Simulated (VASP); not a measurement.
## TlPbF3: single point with PBE

The system is TlPbF3.

```xyz
5
Lattice="4.7782 0.0000 0.0000 0.0000 4.7782 0.0000 0.0000 0.0000 4.7782" Properties=species:S:1:pos:R:3 pbc="T T T"
Tl    0.0000    0.0000    0.0000
Pb    2.3891    2.3891    2.3891
F     2.3891    2.3891    0.0000
F     2.3891    0.0000    2.3891
F     0.0000    2.3891    2.3891
```

| Property | Result |
| --- | --- |
| Program | VASP 6.6.1 |
| Task | single point |
| Functional | PBE |
| Potentials or basis | VASP PAW PBE potentials, release 64 (Tl_d, Pb_d, F) |
| Cutoff | 520 eV |
| k mesh | 6 × 6 × 6 |
| Occupations | fermi-dirac, width 0.02 eV |
| Spin | no spin polarisation |
| Dipole correction | no |
| Further INCAR settings | ALGO = Normal; EDIFF = 1e-07; NBANDS = 32 |

```json
{
 "Pressure": "1.9 GPa",
 "Band gap on the k mesh": "1.62 eV (least direct gap 2.58 eV)"
}
```

Levels at points of the mesh, in eV from the valence-band top:
| k point | band 22 | band 23 | band 24 | band 25 | band 26 | band 27 |
| --- | --- | --- | --- | --- | --- | --- |
| (0.00, 0.00, 0.00) | -3.89 | -3.89 | -3.89 | 3.66 | 3.66 | 3.66 |
| (0.50, 0.00, 0.00) | -3.89 | -3.42 | -2.13 | 1.84 | 3.67 | 3.67 |
| (0.50, 0.50, 0.00) | -3.59 | -3.51 | -0.96 | 1.62 | 1.62 | 3.55 |
| (0.50, 0.50, 0.50) | -3.60 | -3.60 | 0.00 | 2.86 | 2.86 | 2.86 |

Run time: 28 s on 1 thread of Intel(R) Xeon(R) Platinum 8559C (Emerald Rapids), with other jobs on the host, peak memory 0.24 GiB.

Caveat: spin-orbit coupling is left out, which moves the levels of the heavy elements. A k mesh can miss the band edges.
